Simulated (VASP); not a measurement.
The system is SiC, a slab with vacuum.

```
Si C
1.0
     3.09693    0.00000    0.00000
     0.00000    4.37971    0.00000
     0.00000    0.00000   20.64540
Si C
4 4
Direct
  0.00000 0.83635 0.40036
  0.50000 0.38237 0.45865
  0.00000 0.88237 0.54135
  0.50000 0.33634 0.59964
  0.50000 0.64151 0.38791
  0.00000 0.13978 0.46196
  0.50000 0.63977 0.53804
  0.00000 0.14150 0.61209
```

Base run:

```yaml
Program: VASP 6.6.1
Functional: PBE
Potentials_or_basis: VASP PAW PBE potentials, release 64 (Si, C)
Cutoff: 520 eV
k_mesh: 8 × 6 × 1
Occupations: fermi-dirac, width 0.02 eV
Spin: no spin polarisation
```

Its results: band gap on the k mesh 0.83 eV (least direct gap 1.25 eV); largest force 0.012 eV/Å.

Question: The run is repeated on the same cell with these changes: further incar settings from ALGO = Normal; EDIFF = 1e-07; NBANDS = 26 to ALGO = Normal; EDIFF = 1e-07; NBANDS = 26; EFIELD = -0.5. What comes out?

Answer: Band gap on the k mesh 0.72 eV (least direct gap 1.14 eV); largest force 0.130 eV/Å.

Caveats: semilocal functionals underestimate gaps, and a narrow one can read as zero (at least some runs).

A k mesh can miss the band edges.
